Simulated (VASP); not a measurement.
Input of a VASP 6.6.1 run:

Contents of INCAR:

```
SYSTEM = Ni
PREC = Accurate
ENCUT = 520
EDIFF = 1E-6
ISMEAR = 0
SIGMA = 0.15
LREAL = .FALSE.
LASPH = .TRUE.
NELM = 150
ALGO = Normal
ISIF = 2
LWAVE = .FALSE.
LCHARG = .FALSE.
ISPIN = 2
MAGMOM = 0.73 0.73
LORBIT = 11
LMAXMIX = 4
GGA = PS
NBANDS = 21
```

Contents of KPOINTS:

```
Automatic mesh
0
G
  24 24 18
  0 0 0
```

The input POSCAR:

```
Ni
1.0
    0.0000000000     -1.7315750128     -1.7315750128
    0.0000000000      1.7315750128     -1.7315750128
    3.4631500256      0.0000000000      0.0000000000
Ni
2
Direct
    0.5000000000      0.5000000000      0.4566868317
    0.0000000000      0.0000000000      0.0433131683
```

Potentials or basis: VASP PAW PBE potentials, release 64 (Ni).

Run with:

```bash
$ cat potpaw_PBE.64/Ni/POTCAR > POTCAR
$ mpirun -np 1 vasp_std > vasp.out
```

(1) Predict the site moments.

(2) What does it give for the pressure?

(3) Estimate the net moment.

(4) What does it give for the largest force?

Results:

(1) Ni +0.61 μB.

(2) 13.3 GPa.

(3) 1.22 μB per cell.

(4) 3.171 eV/Å.

Caveat: the cell differs from its parent crystal (atoms displaced along a vibrational mode); the cell stands under pressure; the PAW data sets were made with another functional, which shifts forces and pressure a little.
